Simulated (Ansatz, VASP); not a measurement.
# Two plane-wave programs on Ir4Rh

INCAR

```
SYSTEM = Ir4Rh
  PREC = Accurate
  ENCUT = 520
  EDIFF = 1E-6
  ISMEAR = 0
  SIGMA = 0.2
  LREAL = .False.
  LASPH = .True.
  NELM = 100
  ALGO = Fast
  ISIF = 2
  LWAVE = .False.
  LCHARG = .False.
  GGA = PE
  NBANDS = 62
```

KPOINTS

```
regular mesh
0
Gamma
  8 6 8
  0 0 0
```

File POSCAR:

```
Ir4Rh
1.0
    1.3655129683      2.3651378395      0.0000000000
   -4.0965389049      2.3651378395      0.0000000000
    0.0000000000     -1.5767585597     11.1492619114
Ir Rh
8 2
Direct
    0.1501464741      0.0500488247      0.3002929482
    0.6501464741      0.5500488247      0.3002929482
    0.0501908085      0.3500636028      0.1003816170
    0.5501908085      0.8500636028      0.1003816170
    0.4498091915      0.1499363972      0.8996183830
    0.9498091915      0.6499363972      0.8996183830
    0.3498535259      0.4499511753      0.6997070518
    0.8498535259      0.9499511753      0.6997070518
    0.7500000000      0.2500000000      0.5000000000
    0.2500000000      0.7500000000      0.5000000000
```

Input for Ansatz:

```yaml
crystal:
  lattice:
    - [1.3655129683, 2.3651378395, 0.0]
    - [-4.0965389049, 2.3651378395, 0.0]
    - [0.0, -1.5767585597, 11.1492619114]
  atoms:
    - { symbol: Ir, position: [0.1501464741, 0.0500488247, 0.3002929482] }
    - { symbol: Ir, position: [0.6501464741, 0.5500488247, 0.3002929482] }
    - { symbol: Ir, position: [0.0501908085, 0.3500636028, 0.100381617] }
    - { symbol: Ir, position: [0.5501908085, 0.8500636028, 0.100381617] }
    - { symbol: Ir, position: [0.4498091915, 0.1499363972, 0.899618383] }
    - { symbol: Ir, position: [0.9498091915, 0.6499363972, 0.899618383] }
    - { symbol: Ir, position: [0.3498535259, 0.4499511753, 0.6997070518] }
    - { symbol: Ir, position: [0.8498535259, 0.9499511753, 0.6997070518] }
    - { symbol: Rh, position: [0.75, 0.25, 0.5] }
    - { symbol: Rh, position: [0.25, 0.75, 0.5] }
basis:
  ecutwfc: 420
kpoints:
  mp_grid: { grid: [8, 6, 8] }
hamiltonian:
  xc: pbe
scf:
  occupations: { method: gaussian, width: 0.2 }
  lower_state_search: "off"
output:
  forces: true
  stress: true
  eigenvalues: true
```

Alike in both runs: task single point; functional PBE; k mesh 8 × 6 × 8; occupations gaussian, width 0.2 eV; no spin polarisation.

```csv
,VASP,Ansatz
version,VASP 6.6.1,Ansatz 0.2.0
potentials or method,"VASP PAW PBE potentials, release 64 (Ir, Rh_pv), cutoff 520 eV","scalar-relativistic, plane waves, PAW"
valence electrons in the cell,102,170
```

Ansatz gave:

```
gap on the k mesh at the Fermi level (eV)                     : none
pressure (GPa)                                                : 0.4
traceless stress, the component that is largest in VASP (GPa) : 0.38
rms of the force components (eV/Å)                            : 0.004
```

Question: Estimate VASP's values.

Answer: gap on the k mesh at the Fermi level (eV): none; pressure (GPa): 0.8; traceless stress, the component that is largest in VASP (GPa): 0.37; rms of the force components (eV/Å): 0.013.

Atom by atom the forces differ by 0.010 eV/Å (rms over components). A gap of «none» marks a metal or a gap that the smearing closes. The functional is the same, so the differences come from potentials, cutoffs and numerics. VASP's potentials hold 102 valence electrons a cell and Ansatz's 170, so a difference there can come from the potentials and not from the codes.

Neither program's run includes spin-orbit coupling.
